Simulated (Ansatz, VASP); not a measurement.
## Two plane-wave programs on Si3N4

Contents of POSCAR:

```
Si3N4
1.0
    0.0000000000      3.7862320452      3.7862320452
    3.7862320452      0.0000000000      3.7862320452
    3.7862320452      3.7862320452      0.0000000000
Si N
6 8
Direct
    0.1250000000      0.1250000000      0.6250000000
    0.1250000000      0.6250000000      0.1250000000
    0.6250000000      0.1250000000      0.1250000000
    0.1250000000      0.1250000000      0.1250000000
    0.7500000000      0.7500000000      0.7500000000
    0.5000000000      0.5000000000      0.5000000000
    0.3677359935      0.3677359935      0.3677359935
    0.3532079806      0.8822640065      0.8822640065
    0.8822640065      0.8822640065      0.3532079806
    0.8822640065      0.3532079806      0.8822640065
    0.3677359935      0.3677359935      0.8967920194
    0.3677359935      0.8967920194      0.3677359935
    0.8822640065      0.8822640065      0.8822640065
    0.8967920194      0.3677359935      0.3677359935
```

INCAR.step1

```
SYSTEM = Si3N4
PREC = Accurate
ENCUT = 520
ISMEAR = 0
SIGMA = 0.02
LREAL = .FALSE.
LASPH = .TRUE.
NELM = 80
GGA = PE
ALGO = Normal
EDIFF = 1E-4
LWAVE = .TRUE.
LCHARG = .FALSE.
```

File INCAR.step2:

```
SYSTEM = Si3N4
PREC = Accurate
ENCUT = 520
EDIFF = 1E-7
ISMEAR = 0
SIGMA = 0.02
LREAL = .FALSE.
LASPH = .TRUE.
NELM = 80
ALGO = Normal
ISIF = 2
LWAVE = .FALSE.
LCHARG = .FALSE.
METAGGA = R2SCAN
LMIXTAU = .TRUE.
IBRION = 2
NSW = 50
EDIFFG = -0.01
ISTART = 1
```

KPOINTS

```
Automatic mesh
0
G
  6 6 6
  0 0 0
```

Input for Ansatz:

```yaml
crystal:
  lattice:
    - [0.0, 3.7862320452, 3.7862320452]
    - [3.7862320452, 0.0, 3.7862320452]
    - [3.7862320452, 3.7862320452, 0.0]
  atoms:
    - { symbol: Si, position: [0.125, 0.125, 0.625] }
    - { symbol: Si, position: [0.125, 0.625, 0.125] }
    - { symbol: Si, position: [0.625, 0.125, 0.125] }
    - { symbol: Si, position: [0.125, 0.125, 0.125] }
    - { symbol: Si, position: [0.75, 0.75, 0.75] }
    - { symbol: Si, position: [0.5, 0.5, 0.5] }
    - { symbol: "N", position: [0.3677359935, 0.3677359935, 0.3677359935] }
    - { symbol: "N", position: [0.3532079806, 0.8822640065, 0.8822640065] }
    - { symbol: "N", position: [0.8822640065, 0.8822640065, 0.3532079806] }
    - { symbol: "N", position: [0.8822640065, 0.3532079806, 0.8822640065] }
    - { symbol: "N", position: [0.3677359935, 0.3677359935, 0.8967920194] }
    - { symbol: "N", position: [0.3677359935, 0.8967920194, 0.3677359935] }
    - { symbol: "N", position: [0.8822640065, 0.8822640065, 0.8822640065] }
    - { symbol: "N", position: [0.8967920194, 0.3677359935, 0.3677359935] }
basis:
  ecutwfc: 500
kpoints:
  mp_grid: { grid: [6, 6, 6] }
hamiltonian:
  xc: r2scan
scf:
  occupations: { method: gaussian, width: 0.02 }
output:
  forces: true
  stress: true
  eigenvalues: true
relax:
  adjacent_minimum: "off"
  f_tol: 0.01
  max_steps: 30
```

Alike in both runs: task relaxation of the atoms; functional r2SCAN; k mesh 6 × 6 × 6; occupations gaussian, width 0.02 eV; no spin polarisation.

|  | VASP | Ansatz |
| --- | --- | --- |
| version | VASP 6.6.1 | Ansatz 0.2.0 |
| potentials or method | VASP PAW PBE potentials, release 64 (Si, N), cutoff 520 eV | scalar-relativistic, plane waves, PAW |
| valence electrons in the cell | 64 | 64 |

|  | VASP | Ansatz | Ansatz less VASP |
| --- | --- | --- | --- |
| gap on the k mesh at the Fermi level, each at its own relaxed structure (eV) | 4.30 | 4.31 | +0.002 |

VASP's potentials were made for PBE, not for r2SCAN. Ansatz's warnings: stress scf threshold loose.
